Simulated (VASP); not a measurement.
A run of VASP 6.6.1:

The input POSCAR:

```
V
1.0
   -1.4883045182      1.4883045182      1.4883045182
    1.4883045182     -1.4883045182      1.4883045182
    1.4883045182      1.4883045182     -1.4883045182
V
1
Direct
    0.0000000000      0.0000000000      0.0000000000
```

INCAR.step1

```
PREC = Accurate ; ENCUT = 520
ISMEAR = 0 ; SIGMA = 0.05
LREAL = False ; LASPH = True
NELM = 150 ; ISPIN = 2
MAGMOM = 0.05 ; LMAXMIX = 4
NBANDS = 16 ; GGA = PE
ALGO = Normal ; EDIFF = 1E-4
LWAVE = True ; LCHARG = False
```

Contents of INCAR.step2:

```
PREC = Accurate ; ENCUT = 520
EDIFF = 1E-6 ; ISMEAR = 0
SIGMA = 0.05 ; LREAL = False
LASPH = True ; NELM = 150
ALGO = Normal ; ISIF = 2
LWAVE = False ; LCHARG = True
ISPIN = 2 ; MAGMOM = 0.05
LORBIT = 11 ; LMAXMIX = 4
METAGGA = R2SCAN ; LMIXTAU = True
LELF = True ; LVHAR = True
NBANDS = 16 ; ISTART = 1
```

The input KPOINTS:

```
regular mesh
0
Gamma
  20 20 20
```

Potentials or basis: VASP PAW PBE potentials, release 64 (V_sv).

Launch:

```bash
$ cat potpaw_PBE.64/V_sv/POTCAR > POTCAR
$ cp INCAR.step1 INCAR
$ mpirun -np 1 vasp_std > vasp.out
$ cp INCAR.step2 INCAR
$ mpirun -np 1 vasp_std > vasp.out
```

Hardware: 1 thread of AMD EPYC 7R13 Processor (Zen 3), on a shared host.

**Question.** How long does it take, and how much memory?

**Answer.** Run time: 4.9 min on 1 thread of AMD EPYC 7R13 Processor (Zen 3), on a shared host, peak memory 0.16 GiB. Counts: k points 256.
